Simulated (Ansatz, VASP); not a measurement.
Mg2Sn in VASP and in Ansatz

```
Mg Sn
1.0
     0.00000    3.36199    3.36199
     3.36199    0.00000    3.36199
     3.36199    3.36199    0.00000
Mg Sn
2 1
Direct
  0.25000 0.25000 0.25000
  0.75000 0.75000 0.75000
  0.00000 0.00000 0.00000
```

Alike in both runs: task single point; functional PBE; k mesh 10 × 10 × 10; occupations gaussian, width 0.05 eV; no spin polarisation.

|  | VASP | Ansatz |
| --- | --- | --- |
| version | VASP 6.6.1 | Ansatz 0.2.0 |
| potentials or method | VASP PAW PBE potentials, release 64 (Mg, Sn_d), cutoff 600 eV | scalar-relativistic, plane waves, PAW |
| valence electrons in the cell | 18 | 34 |

```csv
,VASP,Ansatz,Ansatz less VASP
gap on the k mesh at the Fermi level (eV),none,none,-
pressure (GPa),1.8,1.8,+0.05
```

A gap of «none» marks a metal or a gap that the smearing closes. With one functional, cell and mesh, what is left measures potentials, basis and numerics. VASP's potentials hold 18 valence electrons a cell and Ansatz's 34, so a difference there can come from the potentials and not from the codes.
